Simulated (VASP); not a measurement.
Input of a VASP 6.6.1 run:

INCAR

```
SYSTEM = Zn5Cd2Te
  PREC = Accurate
  ENCUT = 600
  EDIFF = 1E-6
  ISMEAR = 0
  SIGMA = 0.2
  LREAL = .False.
  LASPH = .True.
  NELM = 100
  ALGO = Normal
  ISIF = 3
  LWAVE = .False.
  LCHARG = .False.
  GGA = PE
  IBRION = 2
  NSW = 36
  EDIFFG = -0.08
```

KPOINTS

```
Automatic mesh
0
Gamma
  4 4 2
  0 0 0
```

Contents of POSCAR:

```
Zn5Cd2Te
1.0
    4.5500000000      0.0000000000      0.0000000000
   -2.2750000000      3.9404155900      0.0000000000
    0.0000000000      0.0000000000      8.3000000000
Zn Cd Te
5 2 1
Direct
    0.6666670000      0.6666670000      0.3900000000
    0.0000000000      0.3333330000      0.3900000000
    0.3333330000      0.0000000000      0.3900000000
    0.0000000000      0.0000000000      0.6800000000
    0.6666666700      0.3333333300      0.1000000000
    0.6666666700      0.3333333300      0.6800000000
    0.3333333300      0.6666666700      0.6800000000
    0.0000000000      0.0000000000      0.0000000000
```

Potentials or basis: VASP PAW PBE potentials, release 64 (Zn, Cd, Te).

Launch:

```sh
$ cat potpaw_PBE.64/Zn/POTCAR potpaw_PBE.64/Cd/POTCAR potpaw_PBE.64/Te/POTCAR > POTCAR
$ mpirun -np 1 vasp_std > vasp.out
```

Q: Predict the space group after relaxing (to 0.1 Å).

A: P3 (No. 143).

Q: Estimate the relaxed cell.

A: a = 4.748 Å, b = 4.748 Å, c = 9.170 Å, α = 90.00°, β = 90.00°, γ = 120.00°.

Q: What does it give for the band gap on the k mesh?

A: Zero (bands 45 and 46 overlap by 1.46 eV).

Step by step:
| step | energy change (eV) | largest force (eV/Å) | pressure (GPa) | volume (Å³) |
| --- | --- | --- | --- | --- |
| 1 | 0.0000 | 1.0376 | 12.08 | 148.81 |
| 2 | -0.8698 | 0.4914 | -1.52 | 181.10 |
| 3 | -0.8966 | 0.5539 | -0.06 | 175.05 |
| 4 | -0.8966 | 0.5478 | -0.20 | 175.61 |
| 5 | -0.9428 | 0.4832 | -0.15 | 175.91 |
| 6 | -1.0196 | 0.3293 | 0.19 | 176.65 |
| 7 | -1.0212 | 0.3033 | 0.33 | 176.77 |
| 8 | -1.0470 | 0.2460 | -0.27 | 178.94 |
| 9 | -1.0622 | 0.1996 | -1.46 | 184.09 |
| 10 | -1.0639 | 0.2023 | -1.17 | 182.81 |
| 11 | -1.0788 | 0.2001 | -0.99 | 182.07 |
| 12 | -1.1061 | 0.1815 | -0.30 | 179.85 |
| 13 | -1.1081 | 0.1631 | 0.06 | 178.87 |
| 14 | -1.1083 | 0.1686 | -0.03 | 179.10 |
| 15 | -1.1105 | 0.1523 | 0.06 | 178.98 |
| 16 | -1.1140 | 0.1083 | 0.21 | 178.65 |
| 17 | -1.1144 | 0.0883 | 0.34 | 178.50 |
| 18 | -1.1160 | 0.0708 | 0.17 | 179.00 |

Caveat: the k points lie up to 0.38 Å⁻¹ apart in the final cell, too coarse for converged energies and pressures of a metal; the volume moved by over 15 % at a fixed basis, so the end points are rough; spin-orbit coupling is left out, which moves the levels of the heavy elements; the relaxation stopped at a loose force limit of 0.08 eV/Å, so its end isn't a converged minimum.
